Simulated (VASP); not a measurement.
# Ti in VASP: a series of runs

The runs below take Ti through single point, with PBE.

Everything below comes from runs of VASP 6.6.1. Logs are shortened: lines on timing, memory, paths and dates and some standing lists are left out, and cuts for length are marked.

### Step 1. The cell of the first run

The structure is cubic, space group Im-3m (No. 229). Conventional cell: a = 3.336 Å, b = 3.336 Å, c = 3.336 Å, α = 90.00°, β = 90.00°, γ = 90.00°. Ti (site symmetry m-3m) has 14 Ti at 2.89 to 3.34 Å within 3.8 Å.

### Step 2. Single point, PBE (volume scaled by 1.05)

File INCAR:

```
SYSTEM = Ti
PREC = Accurate
ENCUT = 520
EDIFF = 1E-7
ISMEAR = -1
SIGMA = 0.05
LREAL = .FALSE.
LASPH = .TRUE.
NELM = 60
ALGO = Normal
ISIF = 2
LWAVE = .FALSE.
LCHARG = .TRUE.
GGA = PE
LELF = .TRUE.
LVHAR = .TRUE.
NBANDS = 12
```

File KPOINTS:

```
Automatic mesh
0
G
  14 14 14
  0 0 0
```

File POSCAR:

```
Ti
1.0
   -1.6679064215      1.6679064215      1.6679064215
    1.6679064215     -1.6679064215      1.6679064215
    1.6679064215      1.6679064215     -1.6679064215
Ti
1
Direct
    0.0000000000      0.0000000000      0.0000000000
```

Potentials or basis: VASP PAW PBE potentials, release 64 (Ti_sv).

The run is started by

```bash
$ cat potpaw_PBE.64/Ti_sv/POTCAR > POTCAR
$ mpirun -np 1 vasp_std > vasp.out
```

OUTCAR:

```text
SYSTEM = Ti
   PREC = Accurate
   ENCUT = 520
   EDIFF = 1E-7
   ISMEAR = -1
   LREAL = .FALSE.
   LASPH = .TRUE.
   NELM = 60
   ISIF = 2
   GGA = PE

 ion  position               nearest neighbor table
   1  0.000  0.000  0.000-

  LATTYP: Found a body centered cubic cell.
 ALAT       =     3.3358128430

  Lattice vectors:

 A1 = (  -1.6679064215,   1.6679064215,   1.6679064215)
 A2 = (   1.6679064215,  -1.6679064215,   1.6679064215)
 A3 = (   1.6679064215,   1.6679064215,  -1.6679064215)

Analysis of symmetry for initial positions (statically):
=====================================================================
 Subroutine PRICEL returns:
 Original cell was already a primitive cell.

 Routine SETGRP: Setting up the symmetry group for a
 body centered cubic supercell.

 Subroutine GETGRP returns: Found 48 space group operations
 (whereof 48 operations were pure point group operations)
 out of a pool of 48 trial point group operations.

The static configuration has the point symmetry O_h .

Analysis of symmetry for dynamics (positions and initial velocities):
=====================================================================
 Subroutine PRICEL returns:
 Original cell was already a primitive cell.

 Routine SETGRP: Setting up the symmetry group for a
 body centered cubic supercell.

 Subroutine GETGRP returns: Found 48 space group operations
 (whereof 48 operations were pure point group operations)
 out of a pool of 48 trial point group operations.

The dynamic configuration has the point symmetry O_h .

 Subroutine INISYM returns: Found 48 space group operations
 (whereof 48 operations are pure point group operations),
 and found     1 'primitive' translations

----------------------------------------------------------------------------------------

                                     Primitive cell

  volume of cell :      18.5599

  direct lattice vectors                    reciprocal lattice vectors
    -1.667906421  1.667906421  1.667906421     0.000000000  0.299777010  0.299777010
     1.667906421 -1.667906421  1.667906421     0.299777010  0.000000000  0.299777010
     1.667906421  1.667906421 -1.667906421     0.299777010  0.299777010  0.000000000

  length of vectors
     2.888898664  2.888898664  2.888898664     0.423948713  0.423948713  0.423948713

  position of ions in fractional coordinates (direct lattice)
     0.000000000  0.000000000  0.000000000

  ion indices of the primitive-cell ions
   primitive index   ion index
                 1           1

----------------------------------------------------------------------------------------

 KPOINTS: Automatic mesh

Automatic generation of k-mesh.
 Grid dimensions read from file:
 generate k-points for:   14   14   14

 Generating k-lattice:

  Cartesian coordinates                     Fractional coordinates (reciprocal lattice)
     0.000000000  0.021412644  0.021412644     0.071428571  0.000000000  0.000000000
     0.021412644  0.000000000  0.021412644     0.000000000  0.071428571  0.000000000
     0.021412644  0.021412644  0.000000000     0.000000000  0.000000000  0.071428571

  Length of vectors
     0.030282051  0.030282051  0.030282051

  Shift w.r.t. Gamma in fractional coordinates (k-lattice)
     0.000000000  0.000000000  0.000000000

 Subroutine IBZKPT returns following result:
 ===========================================

 Found    104 irreducible k-points:

 Following reciprocal coordinates:
            Coordinates               Weight
  0.000000  0.000000  0.000000      1.000000
  0.071429  0.000000  0.000000     12.000000
  0.142857  0.000000  0.000000     12.000000
  0.214286  0.000000  0.000000     12.000000
  0.285714  0.000000  0.000000     12.000000
  0.357143  0.000000  0.000000     12.000000
[... 16 lines left out ...]
  0.285714  0.285714  0.000000     24.000000
  0.357143  0.285714  0.000000     24.000000
 [... further k-points ...]
   k-points           NKPTS =    104   k-points in BZ     NKDIM =    104   number of bands    NBANDS=     12
   number of dos      NEDOS =    301   number of ions     NIONS =      1
   total plane-waves  NPLWV =  13824
   dimension x,y,z NGX =    24 NGY =   24 NGZ =   24
   dimension x,y,z NGXF=    48 NGYF=   48 NGZF=   48
   ions per type =               1
   NGX,Y,Z   is equivalent  to a cutoff of  13.81, 13.81, 13.81 a.u.
   NGXF,Y,Z  is equivalent  to a cutoff of  27.62, 27.62, 27.62 a.u.
 SYSTEM =  Ti
   PREC   = accura    normal or accurate (medium, high low for compatibility)
   ISTART =      0    job   : 0-new  1-cont  2-samecut
   ICHARG =      2    charge: 1-file 2-atom 10-const
   ISPIN  =      1    spin polarized calculation?
   LNONCOLLINEAR =      F non collinear calculations
   LSORBIT =      F    spin-orbit coupling
   LASPH  =      T    aspherical Exc in radial PAW
   ENCUT  =  520.0 eV  38.22 Ry    6.18 a.u.   5.37  5.37  5.37*2*pi/ulx,y,z
   NELM   =     60;   NELMIN=  2; NELMDL= -5     # of ELM steps
   EDIFF  = 0.1E-06   stopping-criterion for ELM
   LREAL  =      F    real-space projection
   EDIFFG = 0.1E-05   stopping-criterion for IOM
   NSW    =      0    number of steps for IOM
   IBRION =     -1    ionic relax: 0-MD 1-quasi-New 2-CG
   NFREE  =      0    steps in history (QN), initial steepest desc. (CG)
   ISIF   =      2    stress and relaxation
   ISYM   =      2    0-nonsym 1-usesym 2-fastsym
   POTIM  = 0.5000    time-step for ionic-motion
   TEBEG  =    0.0;   TEEND  =   0.0 temperature during run
   PSTRESS=    0.0 pullay stress
   NELECT =      12.0000    total number of electrons
   NUPDOWN=      -1.0000    fix difference up-down
   EMIN   =  10.00;   EMAX   =-10.00  energy-range for DOS
   EFERMI =   0.00;   METHOD = LEGACY
   ISMEAR =    -1;   SIGMA  =   0.05  broadening in eV -4-tet -1-fermi 0-gaus
   EFERMI_NEDOS =   21; number of points for ismear=-14 and -15
   IALGO  =     38    algorithm
   IMIX   =      4    mixing-type and parameters
     AMIX     =   0.40;   BMIX     =  1.00
     AMIX_MAG =   1.60;   BMIX_MAG =  1.00
  volume/ion in A,a.u.               =      18.56       125.25
  Fermi-wavevector in a.u.,A,eV,Ry     =   1.415610  2.675115 27.265411  2.003951
  Thomas-Fermi vector in A             =   2.537030
   LORBIT       =      0    0 simple, 1 ext, 2 COOP (PROOUT), +10 PAW based schemes
   GGA     = PE    functional components
   LHFCALC =     F    Hartree Fock is set to
   AEXX    =    0.0000 exact exchange contribution
   IVDW    =     0    specifies the selected vdW correction
   LEPSILON=     F    determine dielectric tensor
   LRPA    =     F    only Hartree local field effects (RPA)
 non-spin polarized calculation
  energy-cutoff  :      520.00
  volume of cell :       18.56
 maximum number of plane-waves:       531
 NGX is ok and might be reduce to    24
   NGX = 11   NGY = 11   NGZ = 11

 number of electron      12.0000003 magnetization

 Free energy of the ion-electron system (eV)
  ---------------------------------------------------
  ext. energy  EPLUGINS =         0.00000000
  ---------------------------------------------------
  free energy    TOTEN  =        -7.70339374 eV

  energy without entropy =       -7.68167823  energy(sigma->0) =       -7.69253599

 E-fermi :   7.4110     XC(G=0): -11.1862

 val. band max:        7.4091558475   @ k =   0.2143   0.0714   0.0714
 cond. band min:       7.4123873920   @ k =  -0.3571   0.3571   0.0714
 fundamental gap:      0.0032315445
 Fermi energy:         7.4110142001

 k-point     1 :       0.0000    0.0000    0.0000
  band No.  band energies     occupation
      1     -49.2524      2.00000
      2     -25.1779      2.00000
      3     -25.1779      2.00000
      4     -25.1779      2.00000
      5       1.6130      2.00000
      6       8.3404      0.00000
      7       8.3404      0.00000
      8       8.3404      0.00000
      9       9.9571      0.00000
     10       9.9571      0.00000
     11      24.3564      0.00000
     12      24.3564      0.00000

 k-point     2 :       0.0714    0.0000    0.0000
  band No.  band energies     occupation
      1     -49.2475      2.00000
      2     -25.2055      2.00000
      3     -25.1866      2.00000
      4     -25.1780      2.00000
      5       1.7771      2.00000
      6       8.2686      0.00000
      7       8.3198      0.00000
      8       8.4561      0.00000
      9       9.8759      0.00000
     10       9.9616      0.00000
     11      24.0314      0.00000
     12      24.3177      0.00000

 k-point     3 :       0.1429    0.0000    0.0000
  band No.  band energies     occupation
      1     -49.2338      2.00000
      2     -25.2826      2.00000
      3     -25.2108      2.00000
      4     -25.1783      2.00000
      5       2.2521      2.00000
      6       8.0736      0.00000
      7       8.2177      0.00000
      8       8.7922      0.00000
      9       9.7226      0.00000
     10       9.9795      0.00000
     11      23.0290      0.00000
     12      23.9856      0.00000

 k-point     4 :       0.2143    0.0000    0.0000
  band No.  band energies     occupation
      1     -49.2138      2.00000
      2     -25.3925      2.00000
      3     -25.2456      2.00000
      4     -25.1788      2.00000
      5       2.9810      2.00000
      6       7.8066      0.00073
      7       7.9861      0.00002
      8       9.3139      0.00000
      9       9.6664      0.00000
     10      10.0190      0.00000
     11      21.4058      0.00000
     12      23.1481      0.00000

 k-point     5 :       0.2857    0.0000    0.0000
  band No.  band energies     occupation
      1     -49.1916      2.00000
      2     -25.5125      2.00000
      3     -25.2840      2.00000
      4     -25.1794      2.00000
      5       3.8425      2.00000
      6       7.5280      0.17589
      7       7.7416      0.00268
      8       9.7405      0.00000
      9       9.9564      0.00000
     10      10.0832      0.00000
     11      19.4631      0.00000
     12      22.1087      0.00000
[... 228 lines left out ...]
      1     -49.1526      2.00000
      2     -25.6247      2.00000
      3     -25.3971      2.00000
      4     -25.2311      2.00000
      5       5.6645      2.00000
      6       6.9536      1.99979
      7       7.3853      1.25122
      8       9.7875      0.00000
      9      10.3173      0.00000
     10      12.0428      0.00000
     11      16.9635      0.00000
     12      18.1768      0.00000

 k-point    22 :       0.3571    0.2143    0.0000
  band No.  band energies     occupation
      1     -49.1450      2.00000
      2     -25.6397      2.00000
      3     -25.4324      2.00000
      4     -25.2340      2.00000
      5       5.9149      2.00000
      6       7.0138      1.99929
      7       7.3626      1.44962
      8       9.8959      0.00000
      9      10.3604      0.00000
     10      12.8242      0.00000
     11      15.5830      0.00000
     12      17.7858      0.00000

 k-point    23 :       0.2857    0.2857    0.0000
  band No.  band energies     occupation
      1     -49.1439      2.00000
      2     -25.6096      2.00000
      3     -25.4643      2.00000
      4     -25.2407      2.00000
      5       6.2042      2.00000
      6       6.8129      1.99999
      7       7.2436      1.93208
      8       9.9367      0.00000
      9      10.2930      0.00000
     10      13.1312      0.00000
     11      16.3339      0.00000
     12      16.5018      0.00000

 k-point    24 :       0.3571    0.2857    0.0000
  band No.  band energies     occupation
      1     -49.1408      2.00000
      2     -25.5884      2.00000
      3     -25.5047      2.00000
      4     -25.2436      2.00000
      5       6.3899      2.00000
      6       6.9142      1.99990
      7       7.0503      1.99853
      8      10.0437      0.00000
      9      10.2529      0.00000
     10      14.0140      0.00000
     11      15.2483      0.00000
     12      16.2519      0.00000

 [... further k-points ...]

------------------------ aborting loop because EDIFF is reached ----------------------------------------

  FORCE on cell =-STRESS in cart. coord.  units (eV):
  Direction    XX          YY          ZZ          XY          YZ          ZX
  --------------------------------------------------------------------------------------
  -------------------------------------------------------------------------------------
  Total       -0.8050460     -0.8050460     -0.8050460      0.0000000     -0.0000000      0.0000000
  in kB      -69.4954269    -69.4954269    -69.4954269      0.0000000     -0.0000000      0.0000000
  external PRESSURE =     -69.4954269 kB  Pullay stress =       0.0000000 kB

 VOLUME and BASIS-vectors are now :
 -----------------------------------------------------------------------------
  energy-cutoff  :      520.00
  volume of cell :       18.56
      direct lattice vectors                 reciprocal lattice vectors
    -1.667906421  1.667906421  1.667906421     0.000000000  0.299777010  0.299777010
     1.667906421 -1.667906421  1.667906421     0.299777010  0.000000000  0.299777010
     1.667906421  1.667906421 -1.667906421     0.299777010  0.299777010  0.000000000

 POSITION                                       TOTAL-FORCE (eV/Angst)
 -----------------------------------------------------------------------------------
      0.00000      0.00000      0.00000         0.000000     -0.000000      0.000000
 -----------------------------------------------------------------------------------
    total drift:                                0.000000      0.000000      0.000000

  FREE ENERGIE OF THE ION-ELECTRON SYSTEM (eV)
  ---------------------------------------------------
  free  energy   TOTEN  =        -7.7033937433 eV

  energy  without entropy=       -7.6816782339  energy(sigma->0) =       -7.69253599
```

It took 8.5 s on 1 thread of Intel Xeon 6975P-C (Granite Rapids), shared host; peak memory 0.14 GiB.

Results:

| Quantity | Value |
| --- | --- |
| Free energy | -7.7034 eV |
| Pressure | -6.9 GPa |
| Band gap on the k mesh | zero (band 6 reaches 8.34 eV, above the bottom of band 7 at 6.79 eV) |

### Step 3. Single point, PBE (equal xx and yy strain of -3 %)

File INCAR:

```
SYSTEM = Ti
PREC = Accurate ; ENCUT = 520
EDIFF = 1E-6 ; ISMEAR = -1
SIGMA = 0.05 ; LREAL = .FALSE.
LASPH = .TRUE. ; NELM = 80
ALGO = Normal ; ISIF = 2
LWAVE = .FALSE. ; LCHARG = .FALSE.
GGA = PE ; NBANDS = 12
```

File KPOINTS:

```
regular mesh
0
G
  14 14 14
  0 0 0
```

File POSCAR:

```
Ti
1.0
   -1.5917700000      1.5917700000      1.6410000000
    1.5917700000     -1.5917700000      1.6410000000
    1.5917700000      1.5917700000     -1.6410000000
Ti
1
Direct
    0.0000000000      0.0000000000      0.0000000000
```

Potentials or basis: VASP PAW PBE potentials, release 64 (Ti_sv).

The run is started by

```bash
$ cat potpaw_PBE.64/Ti_sv/POTCAR > POTCAR
$ mpirun -np 1 vasp_std > vasp.out
```

Run time: 72 s. Hardware: 1 thread of AMD EPYC 7R43 (Zen 3), shared host; peak memory 0.13 GiB.

Results (log left out):

```
Free energy            : -7.7269 eV
Pressure               : 3.9 GPa
Band gap on the k mesh : zero (band 6 reaches 9.54 eV, above the bottom of band 7 at 7.89 eV)
```

Stress tensor (GPa, compression positive):
```
3.73 0.00 0.00
0.00 3.73 0.00
0.00 0.00 4.37
```

Levels at points of the mesh, in eV from the Fermi level:
| k point | band 4 | band 5 | band 6 | band 7 | band 8 | band 9 |
| --- | --- | --- | --- | --- | --- | --- |
| (0.00, 0.00, 0.00) | -32.25 | -6.04 | 0.96 | 0.96 | 1.18 | 2.74 |
| (0.50, 0.00, 0.00) | -32.25 | -2.55 | -0.34 | 1.21 | 2.75 | 3.25 |
| (0.50, 0.50, 0.00) | -32.27 | -2.56 | -0.62 | 1.43 | 3.05 | 3.32 |
| (0.50, 0.50, 0.50) | -32.76 | -2.29 | -2.21 | 4.10 | 4.15 | 4.15 |

Caveat: the cell differs from its parent crystal (equal xx and yy strain of -3 %).
